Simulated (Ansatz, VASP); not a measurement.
Two plane-wave programs on BeSe4

```
Be Se
1.0
     5.22517    0.00000    0.00000
     0.00000    5.22517    0.00000
     0.00000    0.00000    4.17288
Be Se
1 4
Direct
  0.50000 0.50000 0.50000
  0.00000 0.00000 0.50000
  0.00000 0.50000 0.00000
  0.50000 0.00000 0.00000
  0.50000 0.50000 0.00000
```

Alike in both runs: task relaxation of cell and atoms; functional PBE; k mesh 8 × 8 × 10; occupations gaussian, width 0.1 eV; no spin polarisation.

```csv
,VASP,Ansatz
version,VASP 6.6.1,Ansatz 0.2.0
potentials or method,"VASP PAW PBE potentials, release 64 (Be, Se), cutoff 600 eV","scalar-relativistic, plane waves, PAW"
valence electrons in the cell,26,66
```

```tsv
	VASP	Ansatz	Ansatz less VASP
gap on the k mesh at the Fermi level, each at its own relaxed structure (eV)	none	none	-
relaxed volume (Å³/atom)	23.16	23.15	-0.010
relaxed cell length with the largest relative difference (Å)	4.019	4.018	-0.0011
```

A gap of «none» marks a metal or a gap that the smearing closes. VASP's potentials hold 26 valence electrons a cell and Ansatz's 66, so a difference there can come from the potentials and not from the codes.
